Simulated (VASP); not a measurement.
Crystal: H.

```
H
1.0
     2.64964    0.00000    0.00000
     0.00000    2.64964    0.00000
     0.00000    0.00000    0.98049
H
1
Direct
  0.00000 0.00000 0.50000
```

Base run:

```yaml
Program: VASP 6.6.1
Functional: PBE
Potentials_or_basis: VASP PAW PBE potentials, release 64 (H)
Cutoff: 520 eV
k_mesh: 8 × 8 × 22
Occupations: gaussian, width 0.1 eV
Spin: no spin polarisation
```

Its results: pressure 1.5 GPa.

**Question.** After a change of settings the same cell gave: pressure 2.3 GPa. Which change was it?
A. cutoff from 520 eV to 500 eV; occupations from gaussian, width 0.1 eV to fermi-dirac, width 0.0680285 eV
B. cutoff from 520 eV to 500 eV; occupations from gaussian, width 0.1 eV to tetrahedron
C. cutoff from 520 eV to 500 eV; k mesh from 8 × 8 × 22 to 8 × 4 × 8; further incar settings from ALGO = Normal; EDIFF = 1e-06; NBANDS = 6 to ALGO = Normal; EDIFF = 1e-06; NBANDS = 6; ISYM = 0
D. functional from PBE to LDA; potentials or basis from VASP PAW PBE potentials, release 64 (H) to VASP PAW LDA potentials, release 64 (H)

**Answer.** B.
